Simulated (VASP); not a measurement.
A run of VASP 6.6.1:

INCAR

```
SYSTEM = AlN
ALGO = Normal
EDIFF = 1E-6
ENCUT = 520
GGA = PE
ISIF = 2
ISMEAR = 0
LASPH = .TRUE.
LCHARG = .FALSE.
LREAL = .FALSE.
LWAVE = .FALSE.
NBANDS = 11
NELM = 80
PREC = Accurate
SIGMA = 0.02
```

KPOINTS

```
k-points
0
G
  10 10 10
  0 0 0
```

The input POSCAR:

```
AlN
1.0
    0.0000000000      2.1839935600      2.1839935600
    2.1839935600      0.0000000000      2.1839935600
    2.1839935600      2.1839935600      0.0000000000
Al N
1 1
Direct
    0.0000000000      0.0000000000      0.0000000000
    0.7500000000      0.7500000000      0.7500000000
```

Potentials or basis: VASP PAW PBE potentials, release 64 (Al, N).

Run with:

```console
$ cat potpaw_PBE.64/Al/POTCAR potpaw_PBE.64/N/POTCAR > POTCAR
$ mpirun -np 1 vasp_std > vasp.out
```

Hardware: 1 thread of Intel(R) Xeon(R) Platinum 8375C CPU @ 2.90GHz (Ice Lake), with other jobs on the host.

Problem. How long does it take, and how much memory?

Solution. It took 4.5 s on 1 thread of Intel(R) Xeon(R) Platinum 8375C CPU @ 2.90GHz (Ice Lake) (shared host), peak memory 0.13 GiB. Counts: scf iterations 12, k points 47.
